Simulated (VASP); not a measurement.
A run of VASP 6.6.1 is set up as follows.

File INCAR:

```
SYSTEM = InSb
PREC = Accurate
ENCUT = 500
EDIFF = 1E-6
ISMEAR = 0
SIGMA = 0.1
LREAL = .False.
LASPH = .True.
NELM = 120
ALGO = Normal
ISIF = 2
LWAVE = .False.
LCHARG = .True.
GGA = PS
LELF = .True.
LVHAR = .True.
NBANDS = 16
GGA_COMPAT = .False.
```

KPOINTS

```
regular mesh
0
Gamma
  12 12 12
  0 0 0
```

POSCAR

```
InSb
1.0
    3.7289940322      0.0000000000      0.0000000000
    0.0000000000      3.7289940322      0.0000000000
    0.0000000000      0.0000000000      3.7289940322
Sb In
1 1
Direct
    0.5000000000      0.5000000000      0.5000000000
    0.0000000000      0.0000000000      0.0000000000
```

Potentials or basis: VASP PAW PBE potentials, release 64 (Sb, In_d).

The run is started by

```sh
$ cat potpaw_PBE.64/Sb/POTCAR potpaw_PBE.64/In_d/POTCAR > POTCAR
$ mpirun -np 1 vasp_std > vasp.out
```

(1) What does it give for the band gap on the k mesh?

(2) Estimate the pressure.

Answers

(1) zero (band 9 reaches 9.41 eV, above the bottom of band 10 at 5.82 eV).

(2) 0.0 GPa.

Caveat: the PAW data sets were made with another functional, which shifts forces and pressure a little; spin-orbit coupling is left out, which moves the levels of the heavy elements.
